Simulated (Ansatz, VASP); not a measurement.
# ZnS in VASP and in Ansatz

```
Zn S
1.0
     3.82270    0.00000    0.00000
    -1.91135    3.31056    0.00000
     0.00000    0.00000    6.32331
Zn S
2 2
Direct
  0.33333 0.66667 0.00093
  0.66667 0.33333 0.50093
  0.33333 0.66667 0.37387
  0.66667 0.33333 0.87387
```

Change from the starting cell: z stretched by +1 %, ions relaxed.

Alike in both runs: functional PBE; k mesh 13 × 13 × 7; occupations fermi-dirac, width 0.02 eV; no spin polarisation.

Ansatz relaxed the structure, and its values are those at the end. VASP's run is a single point on that final structure, the one shown.

|  | VASP | Ansatz |
| --- | --- | --- |
| version | VASP 6.6.1 | Ansatz 0.2.0 |
| potentials or method | VASP PAW PBE potentials, release 64 (Zn, S) | plane-wave PAW, scalar-relativistic |
| plane-wave cutoff (eV) | 520 | 420 |
| valence electrons in the cell | 36 | 36 |

```tsv
	VASP	Ansatz	Ansatz less VASP
gap on the k mesh at the Fermi level (eV)	2.10	2.09	-0.004
pressure (GPa)	0.8	0.6	-0.16
```

Ansatz's warnings: stress scf threshold loose.
